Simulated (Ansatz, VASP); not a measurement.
## One calculation of YAl5N6, two programs

```xyz
12
Lattice="5.6352 0.0000 0.0000 -2.8176 4.8802 0.0000 0.0000 0.0000 5.0989" Properties=species:S:1:pos:R:3 pbc="T T T"
Y     0.0000    0.0000    4.9721
Al    2.8176    1.6267    5.0813
Al    0.0000    3.2535    5.0813
Al   -0.9852    1.7064    2.5595
Al    1.8324    3.1738    2.5595
Al    1.9704    0.0000    2.5595
N     2.8176    1.6267    1.9059
N     0.0000    3.2535    1.9059
N     0.0000    0.0000    2.2560
N    -1.0854    1.8800    4.4458
N     1.7322    3.0002    4.4458
N     2.1708    0.0000    4.4458
```

Alike in both runs: task single point; functional PBE; k mesh 6 × 6 × 6; occupations gaussian, width 0.02 eV; no spin polarisation.

```csv
,VASP,Ansatz
version,VASP 6.6.1,Ansatz 0.2.0
potentials or method,"VASP PAW PBE potentials, release 64 (Y_sv, Al, N), cutoff 520 eV","scalar-relativistic, plane waves, PAW"
valence electrons in the cell,56,56
```

VASP gave:

| Item | Value |
| --- | --- |
| gap on the k mesh at the Fermi level (eV) | 3.31 |
| least direct gap on the mesh (eV) | 3.47 |
| pressure (GPa) | -0.3 |
| rms of the force components (eV/Å) | 0.003 |

Which values does Ansatz return?

gap on the k mesh at the Fermi level (eV): 3.31; least direct gap on the mesh (eV): 3.47; pressure (GPa): 0.0; rms of the force components (eV/Å): 0.002.

Atom by atom the forces differ by 0.002 eV/Å (rms over components). The functional is the same, so the differences come from potentials, cutoffs and numerics.
